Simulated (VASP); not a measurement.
# HfTe4 (P-43m) in VASP: notebook, part 2 of 2

VASP 6.6.1. Earlier steps stand in the parts before.

**4. Relaxation of cell and atoms, PBE**

File INCAR:

```
PREC = Accurate
ENCUT = 500
EDIFF = 1E-7
ISMEAR = 0
SIGMA = 0.1
LREAL = F
LASPH = T
NELM = 120
ALGO = Normal
ISIF = 3
LWAVE = F
LCHARG = F
GGA = PE
IBRION = 2
NSW = 90
EDIFFG = -0.04
GGA_COMPAT = F
NELMIN = 4
```

File KPOINTS:

```
regular mesh
0
Gamma
  4 4 4
```

File POSCAR:

```
HfTe4
1.0
    5.3694149400      0.0000000000      0.0000000000
    0.0000000000      5.3694149400      0.0000000000
    0.0000000000      0.0000000000      5.3694149400
Hf Te
1 4
Direct
    0.5000000000      0.5000000000      0.5000000000
    0.7963511500      0.7963511500      0.7963511500
    0.2036488500      0.2036488500      0.7963511500
    0.2036488500      0.7963511500      0.2036488500
    0.7963511500      0.2036488500      0.2036488500
```

Potentials or basis: VASP PAW PBE potentials, release 64 (Hf_pv, Te).

Started as:

```console
cat potpaw_PBE.64/Hf_pv/POTCAR potpaw_PBE.64/Te/POTCAR > POTCAR
mpirun -np 1 vasp_std > vasp.out
```

OUTCAR:

```text
PREC = Accurate
   ENCUT = 500
   EDIFF = 1E-7
   ISMEAR = 0
   LREAL = F
   LASPH = T
   NELM = 120
   ISIF = 3
   GGA = PE
   IBRION = 2
   NSW = 90
   EDIFFG = -0.04
   NELMIN = 4

 ion  position               nearest neighbor table
   1  0.500  0.500  0.500-   2 2.76   3 2.76   4 2.76   5 2.76
   2  0.796  0.796  0.796-   1 2.76   3 3.09   4 3.09   5 3.09
   3  0.204  0.204  0.796-   1 2.76   2 3.09   4 3.09   5 3.09
   4  0.204  0.796  0.204-   1 2.76   2 3.09   3 3.09   5 3.09
   5  0.796  0.204  0.204-   1 2.76   2 3.09   3 3.09   4 3.09

  LATTYP: Found a simple cubic cell.
 ALAT       =     5.3694149400

  Lattice vectors:

 A1 = (   5.3694149400,   0.0000000000,   0.0000000000)
 A2 = (   0.0000000000,   5.3694149400,   0.0000000000)
 A3 = (   0.0000000000,   0.0000000000,   5.3694149400)

Analysis of symmetry for initial positions (statically):
=====================================================================
 Subroutine PRICEL returns:
 Original cell was already a primitive cell.

 Routine SETGRP: Setting up the symmetry group for a
 simple cubic supercell.

 Subroutine GETGRP returns: Found 24 space group operations
 (whereof 24 operations were pure point group operations)
 out of a pool of 48 trial point group operations.

The static configuration has the point symmetry T_d .

Analysis of symmetry for dynamics (positions and initial velocities):
=====================================================================
 Subroutine PRICEL returns:
 Original cell was already a primitive cell.

 Routine SETGRP: Setting up the symmetry group for a
 simple cubic supercell.

 Subroutine GETGRP returns: Found 24 space group operations
 (whereof 24 operations were pure point group operations)
 out of a pool of 48 trial point group operations.

The dynamic configuration has the point symmetry T_d .

 Subroutine INISYM returns: Found 24 space group operations
 (whereof 24 operations are pure point group operations),
 and found     1 'primitive' translations

----------------------------------------------------------------------------------------

                                     Primitive cell

[... 87 lines left out ...]
   ISIF   =      3    stress and relaxation
   ISYM   =      2    0-nonsym 1-usesym 2-fastsym
   POTIM  = 0.5000    time-step for ionic-motion
   TEBEG  =    0.0;   TEEND  =   0.0 temperature during run
   PSTRESS=    0.0 pullay stress
   NELECT =      34.0000    total number of electrons
   NUPDOWN=      -1.0000    fix difference up-down
   EMIN   =  10.00;   EMAX   =-10.00  energy-range for DOS
   EFERMI =   0.00;   METHOD = LEGACY
   ISMEAR =     0;   SIGMA  =   0.10  broadening in eV -4-tet -1-fermi 0-gaus
   EFERMI_NEDOS =   21; number of points for ismear=-14 and -15
   IALGO  =     38    algorithm
   IMIX   =      4    mixing-type and parameters
     AMIX     =   0.40;   BMIX     =  1.00
     AMIX_MAG =   1.60;   BMIX_MAG =  1.00
  volume/ion in A,a.u.               =      30.96       208.93
  Fermi-wavevector in a.u.,A,eV,Ry     =   0.987736  1.866550 13.274146  0.975622
  Thomas-Fermi vector in A             =   2.119212
   LORBIT       =      0    0 simple, 1 ext, 2 COOP (PROOUT), +10 PAW based schemes
   GGA     = PE    functional components
   LHFCALC =     F    Hartree Fock is set to
   AEXX    =    0.0000 exact exchange contribution
   IVDW    =     0    specifies the selected vdW correction
   LEPSILON=     F    determine dielectric tensor
   LRPA    =     F    only Hartree local field effects (RPA)
 conjugate gradient relaxation of ions
 non-spin polarized calculation
 Gauss-broadening in eV      SIGMA  =   0.10
  energy-cutoff  :      500.00
  volume of cell :      154.80
 maximum number of plane-waves:      3952
 NGX is ok and might be reduce to    40
   NGX = 19   NGY = 19   NGZ = 19

--------------------------------------- Ionic step        1  -------------------------------------------

 number of electron      33.9999999 magnetization

 Free energy of the ion-electron system (eV)
  ---------------------------------------------------
  ext. energy  EPLUGINS =         0.00000000
  ---------------------------------------------------
  free energy    TOTEN  =       -20.97405053 eV

  energy without entropy =      -20.93930983  energy(sigma->0) =      -20.95668018

 E-fermi :   5.8804     XC(G=0):  -9.5421

 val. band max:        5.8782556946   @ k =   0.5000   0.5000   0.0000
 cond. band min:       5.8843083143   @ k =   0.2500   0.2500   0.0000
 fundamental gap:      0.0060526197
 Fermi energy:         5.8804490335

 k-point     1 :       0.0000    0.0000    0.0000
  band No.  band energies     occupation
      1     -25.4596      2.00000
      2     -25.4596      2.00000
      3     -25.4596      2.00000
      4      -7.3352      2.00000
      5      -4.3130      2.00000
      6      -4.3130      2.00000
[... 462 lines left out ...]
--------------------------------------- Ionic step        7  -------------------------------------------

 number of electron      33.9999993 magnetization

 Free energy of the ion-electron system (eV)
  ---------------------------------------------------
  ext. energy  EPLUGINS =         0.00000000
  ---------------------------------------------------
  free energy    TOTEN  =       -21.45188437 eV

  energy without entropy =      -21.40922381  energy(sigma->0) =      -21.43055409

 E-fermi :   4.1580     XC(G=0):  -8.9598

 val. band max:        4.1417506035   @ k =   0.2500   0.2500   0.0000
 cond. band min:       4.1727591347   @ k =   0.5000   0.2500   0.0000
 fundamental gap:      0.0310085313
 Fermi energy:         4.1580308547

 k-point     1 :       0.0000    0.0000    0.0000
  band No.  band energies     occupation
      1     -26.7243      2.00000
      2     -26.7243      2.00000
      3     -26.7243      2.00000
      4      -7.5763      2.00000
      5      -5.6831      2.00000
      6      -5.6831      2.00000
[... 261 lines left out ...]
  FREE ENERGIE OF THE ION-ELECTRON SYSTEM (eV)
  ---------------------------------------------------
  free  energy   TOTEN  =       -21.4518843732 eV

  energy  without entropy=      -21.4092238149  energy(sigma->0) =      -21.43055409

 reached required accuracy - stopping structural energy minimisation
```

Run time: 6.5 min. Hardware: 1 thread of Intel Xeon 8259CL, shared host; peak memory 0.26 GiB.

Results:

```yaml
Free_energy: -21.4519 eV
Relaxed_volume: 35.26 Å³/atom
Relaxed_cell: a = 5.607 Å, b = 5.607 Å, c = 5.607 Å, α = 90.00°, β = 90.00°, γ = 90.00°
Space_group_after_relaxing_to_0.1_Å: P-43m (No. 215)
Energy_gained_by_relaxing: 95.6 meV/atom
Ionic_steps: 7
Pressure_after_relaxing: 0.0 GPa
Largest_force_after_relaxing: 0.005 eV/Å
Band_gap_on_the_k_mesh: zero (bands 17 and 18 overlap by 0.90 eV)
```

Forces on the atoms (eV/Å):
```
Hf   0.000  0.000  0.000
Te   0.003  0.003  0.003
Te  -0.003 -0.003  0.003
Te  -0.003  0.003 -0.003
Te   0.003 -0.003 -0.003
```

The path:
```
step  energy change (eV)  largest force (eV/Å)  pressure (GPa)  volume (Å³)
   1              0.0000                1.2916            3.83       154.80
   2             -0.3734                0.6759           -0.71       172.00
   3             -0.3830                0.6308           -1.35       175.71
   4             -0.4646                0.1335            0.37       171.76
   5             -0.4654                0.0752            0.58       171.35
   6             -0.4748                0.0340            0.28       173.79
   7             -0.4778                0.0055            0.01       176.30
```

Final structure:
```
Hf Te
1.0
     5.60726    0.00000    0.00000
     0.00000    5.60726    0.00000
     0.00000    0.00000    5.60726
Hf Te
1 4
Direct
  0.50000 0.50000 0.50000
  0.78044 0.78044 0.78044
  0.21956 0.21956 0.78044
  0.21956 0.78044 0.21956
  0.78044 0.21956 0.21956
```

Caveat: spin-orbit coupling is left out, which moves the levels of the heavy elements.

**5. Single point, PBE**

This run uses another cell than the first one, of 35.21 Å³/atom.

File INCAR:

```
PREC = Accurate
ENCUT = 500
EDIFF = 1E-6
ISMEAR = 0
SIGMA = 0.1
LREAL = False
LASPH = True
NELM = 120
ALGO = Normal
ISIF = 2
LWAVE = False
LCHARG = False
GGA = PE
NBANDS = 25
GGA_COMPAT = False
```

File KPOINTS:

```
regular mesh
0
Gamma
  8 8 8
```

File POSCAR:

```
HfTe4
1.0
    5.6045474550      0.0000000000      0.0000000000
    0.0000000000      5.6045474550      0.0000000000
    0.0000000000      0.0000000000      5.6045474550
Hf Te
1 4
Direct
    0.5000000000      0.5000000000      0.5000000000
    0.7807299740      0.7807299740      0.7807299740
    0.2192700260      0.2192700260      0.7807299740
    0.2192700260      0.7807299740      0.2192700260
    0.7807299740      0.2192700260      0.2192700260
```

Potentials or basis: VASP PAW PBE potentials, release 64 (Hf_pv, Te).

Started as:

```console
cat potpaw_PBE.64/Hf_pv/POTCAR potpaw_PBE.64/Te/POTCAR > POTCAR
mpirun -np 1 vasp_std > vasp.out
```

OUTCAR:

```text
PREC = Accurate
   ENCUT = 500
   EDIFF = 1E-6
   ISMEAR = 0
   LREAL = False
   LASPH = True
   NELM = 120
   ISIF = 2
   GGA = PE

 ion  position               nearest neighbor table
   1  0.500  0.500  0.500-   2 2.73   3 2.73   4 2.73   5 2.73
   2  0.781  0.781  0.781-   1 2.73   3 3.48   4 3.48   5 3.48
   3  0.219  0.219  0.781-   1 2.73   2 3.48   4 3.48   5 3.48
   4  0.219  0.781  0.219-   1 2.73   2 3.48   3 3.48   5 3.48
   5  0.781  0.219  0.219-   1 2.73   2 3.48   3 3.48   4 3.48

[... 875 lines left out ...]
  --------------------------------------------------------------------------------------
  -------------------------------------------------------------------------------------
  Total       -0.1541002     -0.1541002     -0.1541002      0.0000000      0.0000000     -0.0000000
  in kB       -1.4024657     -1.4024657     -1.4024657      0.0000000      0.0000000     -0.0000000
  external PRESSURE =      -1.4024657 kB  Pullay stress =       0.0000000 kB

 VOLUME and BASIS-vectors are now :
 -----------------------------------------------------------------------------
  energy-cutoff  :      500.00
  volume of cell :      176.04
      direct lattice vectors                 reciprocal lattice vectors
     5.604547455  0.000000000  0.000000000     0.178426538  0.000000000  0.000000000
     0.000000000  5.604547455  0.000000000     0.000000000  0.178426538  0.000000000
     0.000000000  0.000000000  5.604547455     0.000000000  0.000000000  0.178426538

 POSITION                                       TOTAL-FORCE (eV/Angst)
 -----------------------------------------------------------------------------------
      2.80227      2.80227      2.80227        -0.000000      0.000000      0.000000
      4.37564      4.37564      4.37564        -0.012301     -0.012301     -0.012301
      1.22891      1.22891      4.37564         0.012301      0.012301     -0.012301
      1.22891      4.37564      1.22891         0.012301     -0.012301      0.012301
      4.37564      1.22891      1.22891        -0.012301      0.012301      0.012301
 -----------------------------------------------------------------------------------
    total drift:                               -0.000000     -0.000000     -0.000000

  FREE ENERGIE OF THE ION-ELECTRON SYSTEM (eV)
  ---------------------------------------------------
  free  energy   TOTEN  =       -21.4777288624 eV

  energy  without entropy=      -21.4461666259  energy(sigma->0) =      -21.46194774
```

OSZICAR:

```text
N       E                     dE             d eps       ncg     rms          rms(c)
DAV:   1     0.143011214781E+03    0.14301E+03   -0.13773E+04  1878   0.108E+03
DAV:   2    -0.111119325726E+02   -0.15412E+03   -0.14791E+03  2201   0.198E+02
DAV:   3    -0.218537525548E+02   -0.10742E+02   -0.10484E+02  2258   0.457E+01
DAV:   4    -0.220851680549E+02   -0.23142E+00   -0.23089E+00  2045   0.789E+00
DAV:   5    -0.220909524707E+02   -0.57844E-02   -0.57839E-02  2208   0.125E+00    0.379E+01
DAV:   6    -0.215942670624E+02    0.49669E+00   -0.14954E+00  1820   0.505E+00    0.254E+01
DAV:   7    -0.216417893211E+02   -0.47522E-01   -0.12261E+00  1934   0.504E+00    0.297E+00
DAV:   8    -0.214779535623E+02    0.16384E+00   -0.36225E-01  1792   0.278E+00    0.896E-01
DAV:   9    -0.214784703325E+02   -0.51677E-03   -0.43652E-02  2101   0.888E-01    0.104E+00
DAV:  10    -0.214777552720E+02    0.71506E-03   -0.40451E-03  1942   0.312E-01    0.204E-01
DAV:  11    -0.214777248338E+02    0.30438E-04   -0.30446E-04  1920   0.839E-02    0.206E-01
DAV:  12    -0.214777297410E+02   -0.49072E-05   -0.23971E-05  1950   0.253E-02    0.135E-01
DAV:  13    -0.214777288336E+02    0.90736E-06   -0.17031E-05  2098   0.202E-02    0.298E-02
DAV:  14    -0.214777288624E+02   -0.28718E-07   -0.22947E-06  1388   0.711E-03
   1 F= -.21477729E+02 E0= -.21461948E+02  d E =-.315622E-01
```

stdout:

```text
POSCAR found type information on POSCAR HfTe
 POSCAR found :  2 types and       5 ions
 scaLAPACK will be used
 LDA part: xc-table for (Slater+PW92), standard interpolation
 POSCAR, INCAR and KPOINTS ok, starting setup
 FFT: planning ... GRIDC
 FFT: planning ... GRID_SOFT
 FFT: planning ... GRID
 WAVECAR not read
 entering main loop
```

It took 3.7 min on 1 thread of Intel Xeon 8259CL, shared host; peak memory 0.34 GiB.

What came out:

```yaml
Free_energy: -21.4777 eV
Pressure: -0.1 GPa
Largest_force: 0.021 eV/Å
Band_gap_on_the_k_mesh: zero (bands 17 and 18 overlap by 0.96 eV)
```

Forces on the atoms (eV/Å):
```
Hf   0.000  0.000  0.000
Te  -0.012 -0.012 -0.012
Te   0.012  0.012 -0.012
Te   0.012 -0.012  0.012
Te  -0.012  0.012  0.012
```

Caveat: spin-orbit coupling is left out, which moves the levels of the heavy elements.

**6. Relaxation of cell and atoms, PBE**

This run uses another cell than the first one, of 35.07 Å³/atom.

File INCAR:

```
PREC = Accurate
ENCUT = 500
EDIFF = 1E-7
ISMEAR = 0
SIGMA = 0.1
LREAL = False
LASPH = True
NELM = 120
ALGO = Normal
ISIF = 3
LWAVE = False
LCHARG = False
GGA = PE
IBRION = 2
NSW = 100
EDIFFG = -0.01
GGA_COMPAT = False
NELMIN = 4
```

KPOINTS is that of step 5.

File POSCAR:

```
HfTe4
1.0
    5.5969718632      0.0000000000      0.0000000000
    0.0000000000      5.5969718632      0.0000000000
    0.0000000000      0.0000000000      5.5969718632
Hf Te
1 4
Direct
    0.5000000000      0.5000000000      0.5000000000
    0.7807736404      0.7807736404      0.7807736404
    0.2192263596      0.2192263596      0.7807736404
    0.2192263596      0.7807736404      0.2192263596
    0.7807736404      0.2192263596      0.2192263596
```

Potentials or basis: VASP PAW PBE potentials, release 64 (Hf_pv, Te).

Started as:

```console
cat potpaw_PBE.64/Hf_pv/POTCAR potpaw_PBE.64/Te/POTCAR > POTCAR
mpirun -np 1 vasp_std > vasp.out
```

Wall time 4 min (1 thread of Intel Xeon 8259CL, shared host); peak memory 0.33 GiB.

The run converged. Its results:

* Free energy: -21.4780 eV
* Pressure after relaxing: 0.0 GPa
* Band gap on the k mesh: zero (bands 17 and 18 overlap by 0.96 eV)

Forces on the atoms (eV/Å):
```
Hf   0.000  0.000  0.000
Te   0.001  0.001  0.001
Te  -0.001 -0.001  0.001
Te  -0.001  0.001 -0.001
Te   0.001 -0.001 -0.001
```

Final structure:
```cif
data_structure
_symmetry_space_group_name_H-M 'P 1'
_symmetry_Int_Tables_number 1
_cell_length_a 5.5970
_cell_length_b 5.5970
_cell_length_c 5.5970
_cell_angle_alpha 90.000
_cell_angle_beta 90.000
_cell_angle_gamma 90.000
_cell_volume 175.33
loop_
_atom_site_label
_atom_site_type_symbol
_atom_site_fract_x
_atom_site_fract_y
_atom_site_fract_z
_atom_site_occupancy
Hf1 Hf 0.50000 0.50000 0.50000 1
Te1 Te 0.78077 0.78077 0.78077 1
Te2 Te 0.21923 0.21923 0.78077 1
Te3 Te 0.21923 0.78077 0.21923 1
Te4 Te 0.78077 0.21923 0.21923 1
```

Levels at points of the mesh, in eV from the Fermi level:
```csv
k point,band 15,band 16,band 17,band 18,band 19,band 20
"(0.00, 0.00, 0.00)",-0.46,-0.46,0.15,0.15,0.15,1.89
"(0.50, 0.00, 0.00)",-1.76,-0.81,-0.81,0.50,0.50,1.92
"(0.50, 0.50, 0.00)",-1.28,-0.16,-0.16,-0.13,0.11,2.42
"(0.50, 0.50, 0.50)",-0.36,-0.36,0.79,0.79,0.79,2.44
```

Caveat: the relaxation stopped at its first step, so nothing moved; spin-orbit coupling is left out, which moves the levels of the heavy elements.

**7. Overview**

| task | cell | k mesh | gap on the mesh (eV) | pressure (GPa) | largest force (eV/Å) |
| --- | --- | --- | --- | --- | --- |
| single point | a = 5.369 Å, 5 atoms, atomic positions A | 4 × 4 × 4 | none | 3.8 | 1.29 |
| single point | a = 5.597 Å, 5 atoms, atomic positions B | 4 × 4 × 4 | none | 0.2 | 0.01 |
| relaxation of cell and atoms | relaxed from a = 5.369 Å, 5 atoms, atomic positions A | 4 × 4 × 4 | none | 0.0 | 0.01 |
| single point | a = 5.605 Å, 5 atoms, atomic positions B | 8 × 8 × 8 | none | -0.1 | 0.02 |
| relaxation of cell and atoms | relaxed from a = 5.597 Å, 5 atoms, atomic positions B | 8 × 8 × 8 | none | 0.0 | - |

Alike in all rows: level PBE; potentials or basis VASP PAW PBE potentials, release 64 (Hf_pv, Te); no spin polarisation; cutoff (eV) 500; smearing gaussian 0.1 eV.

Caveats: spin-orbit coupling is left out, which moves the levels of the heavy elements; the cell stands under pressure (at least some runs); forces of over 1 eV/Å act on the atoms, so gaps and moduli don't describe the material at rest (at least some runs); the relaxation stopped at its first step, so nothing moved (at least some runs).

Total energies depend on the potentials used, so only differences within one code and one set of settings carry meaning.
